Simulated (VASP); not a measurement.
A run of VASP 6.6.1 is set up as follows.

File POSCAR:

```
SiGe
1.0
    3.9044512986      0.0000000000      0.0000000000
   -1.9522256493      3.3813540124      0.0000000000
    0.0000000000      0.0000000000      6.4507830000
Si Ge
2 2
Direct
    0.6666666667      0.3333333333      0.8839081965
    0.3333333333      0.6666666667      0.3839081965
    0.6666666667      0.3333333333      0.4967953581
    0.3333333333      0.6666666667     -0.0032046419
```

Contents of INCAR.step1:

```
ALGO = Normal
EDIFF = 1E-5
ENCUT = 550
GGA = PE
GGA_COMPAT = F
ISMEAR = 0
LASPH = T
LCHARG = F
LREAL = F
LWAVE = T
NBANDS = 26
NELM = 120
PREC = Accurate
SIGMA = 0.05
```

The input INCAR.step2:

```
ALGO = Normal
EDIFF = 1E-6
ENCUT = 550
GGA_COMPAT = F
ISIF = 2
ISMEAR = 0
ISTART = 1
LASPH = T
LCHARG = T
LELF = T
LMIXTAU = T
LREAL = F
LVHAR = T
LWAVE = F
METAGGA = R2SCAN
NBANDS = 26
NELM = 120
PREC = Accurate
SIGMA = 0.05
```

KPOINTS

```
k-points
0
Gamma
  12 12 4
```

Potentials or basis: VASP PAW PBE potentials, release 64 (Si, Ge_d).

Launch:

```sh
$ cat potpaw_PBE.64/Si/POTCAR potpaw_PBE.64/Ge_d/POTCAR > POTCAR
$ cp INCAR.step1 INCAR
$ mpirun -np 1 vasp_std > vasp.out
$ cp INCAR.step2 INCAR
$ mpirun -np 1 vasp_std > vasp.out
```

Q: Predict the largest force.

A: 0.956 eV/Å.

Q: What does it give for the pressure?

A: 0.3 GPa.

Stress tensor (GPa, compression positive):
```
 1.67  0.00  0.00
 0.00  1.67  0.00
 0.00  0.00 -2.38
```

Caveat: the cell differs from its parent crystal (atoms displaced along a vibrational mode); the PAW data sets were made with another functional, which shifts forces and pressure a little.
